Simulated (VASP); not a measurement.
Input of a VASP 6.6.1 run:

Contents of INCAR:

```
SYSTEM = C
  PREC = Accurate
  ENCUT = 520
  EDIFF = 1E-7
  ISMEAR = 0
  SIGMA = 0.05
  LREAL = .False.
  LASPH = .True.
  NELM = 80
  ALGO = Normal
  ISIF = 2
  LWAVE = .False.
  LCHARG = .True.
  GGA = PE
  LELF = .True.
  LVHAR = .True.
  NBANDS = 11
```

KPOINTS

```
regular mesh
0
Gamma
  12 12 12
  0 0 0
```

POSCAR

```
C
1.0
    0.0000000000      1.8013627353      1.8013627353
    1.7857375319      0.0156252034      1.7857375319
    1.7857375319      1.7857375319      0.0156252034
C
2
Direct
    0.5000000000      0.5000000000      0.5000000000
    0.7500000000      0.7500000000      0.7500000000
```

Potentials or basis: VASP PAW PBE potentials, release 64 (C).

The run is started by

```console
$ cat potpaw_PBE.64/C/POTCAR > POTCAR
$ mpirun -np 1 vasp_std > vasp.out
```

(1) Predict the band gap on the k mesh.

(2) What does it give for the largest force?

(3) Predict the pressure.

## Answers

(1) 4.12 eV, indirect (least direct gap 5.31 eV).

(2) 0.052 eV/Å.

(3) 0.9 GPa.

Caveat: the cell differs from its parent crystal (strain +0.0175 x Voigt [0, 0, 0, 1, 0, 0]).
